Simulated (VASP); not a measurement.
# LiCl (Immm) in VASP: G0W0 quasiparticle levels with PBE

Aim: the G0W0 quasiparticle levels of LiCl with PBE.

Everything below comes from runs of VASP 6.6.1. Logs are shortened: lines on timing, memory, paths and dates and some standing lists are left out, and cuts for length are marked.

## (1) The cell of the first run

The structure is orthorhombic, space group Immm (No. 71). The conventional cell has a = 3.552 Å, b = 3.677 Å, c = 5.112 Å, α = 90.00°, β = 90.00°, γ = 90.00°. Within 3.4 Å of Li (site symmetry mmm) lie 6 Cl at 2.56 Å. Within 3.4 Å of Cl (site symmetry mmm) lie 6 Li at 2.56 Å.

## (2) G0W0 quasiparticle levels, PBE

Contents of POSCAR:

```
LiCl
1.0
    0.0443470373      2.5560252063      2.5560252063
    2.5560252063      0.0443470373      2.5560252063
    2.6003722436      2.6003722436      0.0000000000
Li Cl
1 1
Direct
    0.0000000000      0.0000000000      0.0000000000
    0.5000000000      0.5000000000      0.5000000000
```

Contents of INCAR.step1:

```
PREC = Accurate
ENCUT = 500
EDIFF = 1E-8
ISMEAR = 0
SIGMA = 0.01
LREAL = False
LASPH = True
NELM = 80
ALGO = Normal
LWAVE = True
LCHARG = False
GGA = PE
```

Contents of INCAR.step2:

```
PREC = Accurate
ENCUT = 500
EDIFF = 1E-8
ISMEAR = 0
SIGMA = 0.01
LREAL = False
LASPH = True
NELM = 1
ALGO = Exact
LWAVE = True
LCHARG = False
GGA = PE
NBANDS = 143
LOPTICS = True
ISTART = 1
```

Contents of INCAR.step3:

```
PREC = Accurate
ENCUT = 500
EDIFF = 1E-8
ISMEAR = 0
SIGMA = 0.01
LREAL = False
LASPH = True
ALGO = EVGW0
LWAVE = False
LCHARG = False
GGA = PE
NELMGW = 1
NBANDS = 143
ENCUTGW = 150.0
NOMEGA = 48
PRECFOCK = Fast
ISTART = 1
NBANDSGW = 12
```

Contents of KPOINTS:

```
Automatic mesh
0
Gamma
  6 6 6
```

Potentials or basis: VASP PAW PBE potentials, release 64 (Li_GW, Cl_GW).

On the command line:

```console
cat potpaw_PBE.64/Li_GW/POTCAR potpaw_PBE.64/Cl_GW/POTCAR > POTCAR
cp INCAR.step1 INCAR
mpirun -np 1 vasp_std > vasp.out
cp INCAR.step2 INCAR
mpirun -np 1 vasp_std > vasp.out
cp INCAR.step3 INCAR
mpirun -np 1 vasp_std > vasp.out
```

OUTCAR:

```text
PREC = Accurate
   ENCUT = 500
   EDIFF = 1E-8
   ISMEAR = 0
   LREAL = False
   LASPH = True
   GGA = PE
   NELMGW = 1
   ENCUTGW = 150.0
   PRECFOCK = Fast
   ISTART = 1

 ion  position               nearest neighbor table
   1  0.000  0.000  0.000-   2 2.56   2 2.56   2 2.56   2 2.56   2 2.56   2 2.56
   2  0.500  0.500  0.500-   1 2.56   1 2.56   1 2.56   1 2.56   1 2.56   1 2.56

  LATTYP: Found a body centered orthorhombic cell.
 ALAT       =     3.5520493309
 B/A-ratio  =     1.0353126749
 C/A-ratio  =     1.4391833942

  Lattice vectors:

 A1 = (   2.5560252063,   0.0443470373,  -2.5560252063)
 A2 = (  -2.5560252063,  -0.0443470373,  -2.5560252063)
 A3 = (   0.0443470373,   2.5560252063,   2.5560252063)

Analysis of symmetry for initial positions (statically):
=====================================================================
 Subroutine PRICEL returns:
 Original cell was already a primitive cell.

 Routine SETGRP: Setting up the symmetry group for a
 body centered orthorhombic supercell.

 Subroutine GETGRP returns: Found  8 space group operations
 (whereof  8 operations were pure point group operations)
 out of a pool of  8 trial point group operations.

The static configuration has the point symmetry D_2h.

Analysis of symmetry for dynamics (positions and initial velocities):
=====================================================================
 Subroutine PRICEL returns:
 Original cell was already a primitive cell.

 Routine SETGRP: Setting up the symmetry group for a
 body centered orthorhombic supercell.

 Subroutine GETGRP returns: Found  8 space group operations
 (whereof  8 operations were pure point group operations)
 out of a pool of  8 trial point group operations.

The dynamic configuration has the point symmetry D_2h.

 Subroutine INISYM returns: Found  8 space group operations
 (whereof  8 operations are pure point group operations),
 and found     1 'primitive' translations

[... 93 lines left out ...]
   NELM   =     60;   NELMIN=  2; NELMDL=  0     # of ELM steps
   EDIFF  = 0.1E-07   stopping-criterion for ELM
   LREAL  =      F    real-space projection
   EDIFFG = 0.1E-06   stopping-criterion for IOM
   NSW    =      0    number of steps for IOM
   IBRION =     -1    ionic relax: 0-MD 1-quasi-New 2-CG
   NFREE  =      0    steps in history (QN), initial steepest desc. (CG)
   ISIF   =      0    stress and relaxation
   ISYM   =      3    0-nonsym 1-usesym 2-fastsym
   POTIM  = 0.5000    time-step for ionic-motion
   TEBEG  =    0.0;   TEEND  =   0.0 temperature during run
   PSTRESS=    0.0 pullay stress
   NELECT =       8.0000    total number of electrons
   NUPDOWN=      -1.0000    fix difference up-down
   EMIN   =  10.00;   EMAX   =-10.00  energy-range for DOS
   EFERMI =   0.00;   METHOD = LEGACY
   ISMEAR =     0;   SIGMA  =   0.01  broadening in eV -4-tet -1-fermi 0-gaus
   EFERMI_NEDOS =   21; number of points for ismear=-14 and -15
   IALGO  =     38    algorithm
   IMIX   =      4    mixing-type and parameters
     AMIX     =   0.40;   BMIX     =  1.00
     AMIX_MAG =   1.60;   BMIX_MAG =  1.00
  volume/ion in A,a.u.               =      16.69       112.66
  Fermi-wavevector in a.u.,A,eV,Ry     =   1.016810  1.921493 14.067107  1.033903
  Thomas-Fermi vector in A             =   2.150175
   LORBIT       =      0    0 simple, 1 ext, 2 COOP (PROOUT), +10 PAW based schemes
   GGA     = PE    functional components
   LHFCALC =     T    Hartree Fock is set to
   PRECFOCK=fast      Normal, Fast or Accurate (Low or Medium for compatibility)
   ENCUT4O =  -1.0   cutoff for four orbital integrals eV
   NKREDX  =     1    reduce k-point grid by
   NKREDY  =     1    reduce k-point grid by
   NKREDZ  =     1    reduce k-point grid by
   AEXX    =    1.0000 exact exchange contribution
   HFSCREEN=    0.0000 screening length (either q_TF or 0.3 A-1)
   HFSCREENC=   0.0000 screening length for correlation (either q_TF or 0.3 A-1)
   ENCUTFOCK=  -1.0 apply spherical cutoff to Coloumb kernel
   IVDW    =     0    specifies the selected vdW correction
   LEPSILON=     F    determine dielectric tensor
   LRPA    =     F    only Hartree local field effects (RPA)
   LRPAFORCE           =     F    calculate RPA forces
   ENCUTGW             = 150.0    cutoff for response function in eV
   ENCUTGWSOFT         = 120.0    soft cutoff for Coulomb kernel in GW response function in eV
   ENCUTLF             =  -1.0    cutoff for local field effects
   NELMGW              =     1    number of iterations in solving QP/BSE equation
   NELMHF              =     1    number of iterations in the inner HF iteration
   NKREDLFX            =     1    NKREDLFY  =   1   NKREDLFZ  =   1
 non-spin polarized calculation
 Gauss-broadening in eV      SIGMA  =   0.01
  energy-cutoff  :      500.00
  volume of cell :       33.39
 maximum number of plane-waves:       881
 NGX is ok and might be reduce to    28
  NGX = 16; NGY = 16; NGZ = 16
   NGX = 13   NGY = 13   NGZ = 13
 maximum number of plane-waves:       146

 QP shifts <psi_nk| G(iteration)W_0 |psi_nk>: iteration 1
 for sc-GW calculations column KS-energies equals QP-energies in previous step
 and V_xc(KS)=  KS-energies - (<T + V_ion + V_H > + <T+V_H+V_ion>^1  + <V_x>^1)

 k-point   1 :       0.0000    0.0000    0.0000
  band No.  KS-energies  QP-energies   sigma(KS)   V_xc(KS)     V^pw_x(r,r')   Z            occupation Imag(sigma)

      1     -14.3283     -15.8502     -16.7072     -14.7355     -24.1365       0.7718       2.0000       1.6143
      2      -0.9836      -2.7422     -16.9023     -14.6902     -18.8711       0.7950       2.0000       0.0796
      3      -0.8843      -2.6371     -16.9571     -14.7540     -18.9212       0.7956       2.0000       0.0793
      4      -0.7717      -2.5158     -17.0177     -14.8255     -18.9765       0.7956       2.0000       0.0788
      5       5.4931       6.2986      -7.6455      -8.6068      -4.1678       0.8380       0.0000      -0.0666
      6      10.6419      11.8215      -8.0851      -9.5076      -4.2706       0.8293       0.0000      -0.0841
      7      10.9221      12.1224      -8.1553      -9.6059      -4.3000       0.8274       0.0000      -0.0864
      8      11.1993      12.4173      -8.2033      -9.6788      -4.3089       0.8255       0.0000      -0.0886
      9      13.4774      14.9773      -9.2425     -11.1114      -4.9008       0.8026       0.0000      -0.1235
     10      13.4898      14.9891      -9.2467     -11.1167      -4.9030       0.8017       0.0000      -0.1235
     11      13.6561      14.8044      -5.9216      -7.3677      -1.5023       0.7942       0.0000      -0.1574
     12      13.6879      14.8229      -5.8490      -7.2792      -1.4391       0.7936       0.0000      -0.1597
[... 356 lines left out ...]
      1     -13.5625     -14.8239     -17.1531     -15.4455     -24.5584       0.7387       2.0000       1.3904
      2      -3.5309      -5.5934     -15.0221     -12.3776     -17.4609       0.7799       2.0000       0.1010
      3      -2.3466      -4.2848     -15.8001     -13.3434     -17.9938       0.7889       2.0000       0.0872
      4      -1.6629      -3.5296     -16.3379     -13.9766     -18.4486       0.7905       2.0000       0.0827
      5       7.3519       8.3908      -7.2321      -8.4716      -3.7493       0.8382       0.0000      -0.0712
      6       8.0772       9.0401      -7.7142      -8.8670      -4.1979       0.8353       0.0000      -0.0724
      7      10.4099      11.5995      -8.6965     -10.1648      -4.6181       0.8102       0.0000      -0.0997
      8      11.6217      12.9677      -7.6309      -9.2879      -3.5162       0.8124       0.0000      -0.1101
      9      13.2122      14.4096      -7.6061      -9.1217      -3.1089       0.7900       0.0000      -0.1500
     10      16.5748      18.2581     -10.3743     -12.5376      -5.2890       0.7782       0.0000      -0.2283
     11      17.4340      19.0877      -9.9649     -12.0991      -4.7453       0.7748       0.0000      -0.2915
     12      17.7410      19.1327      -9.3432     -11.1470      -4.0497       0.7716       0.0000      -0.3897

 [... further k-points ...]
```

OUTCAR.step1:

```text
PREC = Accurate
   ENCUT = 500
   EDIFF = 1E-8
   ISMEAR = 0
   LREAL = False
[... 488 lines left out ...]
      0.00000      0.00000      0.00000         0.000000      0.000000      0.000000
      2.60037      2.60037      2.55603         0.000000     -0.000000     -0.000000
 -----------------------------------------------------------------------------------
    total drift:                                0.000000      0.000000      0.000000

  FREE ENERGIE OF THE ION-ELECTRON SYSTEM (eV)
  ---------------------------------------------------
  free  energy   TOTEN  =        -7.3686463315 eV

  energy  without entropy=       -7.3686463315  energy(sigma->0) =       -7.36864633
```

Wall time 36 min (1 thread of Intel Xeon 8259CL, shared host); peak memory 0.9 GiB.

Results:

| Item | Value |
| --- | --- |
| Quasiparticle gap | 8.81 eV |
| Least direct quasiparticle gap | 8.81 eV |
| Band gap of the starting levels on the mesh | 6.26 eV |
| Least direct gap of the starting levels on the mesh | 6.26 eV |

Caveat: bands, screening cutoff and mesh are small and nothing is extrapolated, so the quasiparticle values aren't converged.
